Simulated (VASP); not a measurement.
Runs of VASP 6.6.1 on P. The structure is that of space group Cmcm (No. 63), or close to it. The cells are those of the table. 

```tsv
cell	k mesh	gap on the mesh (eV)	pressure (GPa)	largest force (eV/Å)
a = 4.310, b = 4.310, c = 3.398 Å, angles 90.0, 90.0, 144.2°, 2 atoms	14 × 14 × 11	none	(b)	0.39
a = 4.254, b = 4.254, c = 3.354 Å, angles 90.0, 90.0, 144.2°, 2 atoms	14 × 14 × 11	none	(a)	0.07
a = 4.197, b = 4.197, c = 3.309 Å, angles 90.0, 90.0, 144.2°, 2 atoms	14 × 14 × 11	none	3.4	0.30
a = 4.418, b = 4.418, c = 3.483 Å, angles 90.0, 90.0, 144.2°, 2 atoms	14 × 14 × 11	none	-7.5	0.89
a = 4.077, b = 4.077, c = 3.214 Å, angles 90.0, 90.0, 144.2°, 2 atoms	14 × 14 × 11	none	13.1	1.23
a = 4.254, b = 4.254, c = 3.354 Å, angles 90.0, 90.0, 144.2°, 2 atoms	13 × 13 × 9	none	-0.3	0.06
a = 4.138, b = 4.138, c = 3.262 Å, angles 90.0, 90.0, 144.2°, 2 atoms	14 × 14 × 11	none	7.7	0.73
a = 4.365, b = 4.365, c = 3.441 Å, angles 90.0, 90.0, 144.2°, 2 atoms	14 × 14 × 11	none	(c)	0.66
```

Alike in all rows: task single point; level PBE; potentials or basis VASP PAW PBE potentials, release 64 (P); no spin polarisation; cutoff (eV) 520; smearing fermi-dirac 0.1 eV.

**Question.** Fill in the values left out.

**Answer.** (a) -0.2; (b) -3.2; (c) -5.6.

Caveats: the cell stands under tension (at least some runs); the cell stands under pressure (at least some runs); forces of over 1 eV/Å act on the atoms, so gaps and moduli don't describe the material at rest (at least some runs).

A gap of «none» marks levels without a gap at the run's occupations.
